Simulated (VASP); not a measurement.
## ZnO: elastic constants with LDA

ZnO:

```
Zn O
1.0
     3.12869    0.00000    0.00000
    -1.56435    2.70953    0.00000
     0.00000    0.00000    5.06065
Zn O
2 2
Direct
  0.33333 0.66667 0.50042
  0.66667 0.33333 0.00042
  0.66667 0.33333 0.37859
  0.33333 0.66667 0.87859
```

| Item | Value |
| --- | --- |
| Program | VASP 6.6.1 |
| Task | elastic constants |
| Functional | LDA |
| Potentials or basis | VASP PAW LDA potentials, release 64 (Zn, O) |
| Cutoff | 600 eV |
| k mesh | 8 × 8 × 4 |
| Occupations | gaussian, width 0.01 eV |
| Spin | no spin polarisation |
| Dipole correction | no |
| Ions in elastic constants | relaxed |
| Further INCAR settings | ALGO = Normal; EDIFF = 1e-08; NBANDS = 26; IBRION = 6; POTIM = 0.015; NSW = 1; ISIF = 3 |

```json
{"Voigt bulk modulus": "199 GPa", "Highest phonon frequency at Γ, LO-TO splitting left out": "607 cm⁻¹"}
```

Phonon frequencies in cm⁻¹ (negative: imaginary):
```tsv
q point	frequencies
(0.000, 0.000, 0.000)	0 0 0 77 77 277 449 466 466 503 503 607
```

Elastic tensor in Voigt notation (GPa, in the Cartesian axes of the cell as first typed):
```
242 183 170   0   0   0
183 242 170   0   0   0
170 170 262   0   0   0
  0   0   0  28   0   0
  0   0   0   0  28   0
  0   0   0   0   0  30
```

Clamped-ion elastic tensor (GPa):
```
371 136  90   0   0   0
136 371  90   0   0   0
 90  90 418   0   0   0
  0   0   0  65   0   0
  0   0   0   0  65   0
  0   0   0   0   0 117
```

Run time: 22 min on 1 thread of Intel(R) Xeon(R) Platinum 8488C (Sapphire Rapids), with other jobs on the host, peak memory 0.34 GiB.

Caveat: the cell is under stress, which shifts elastic constants.
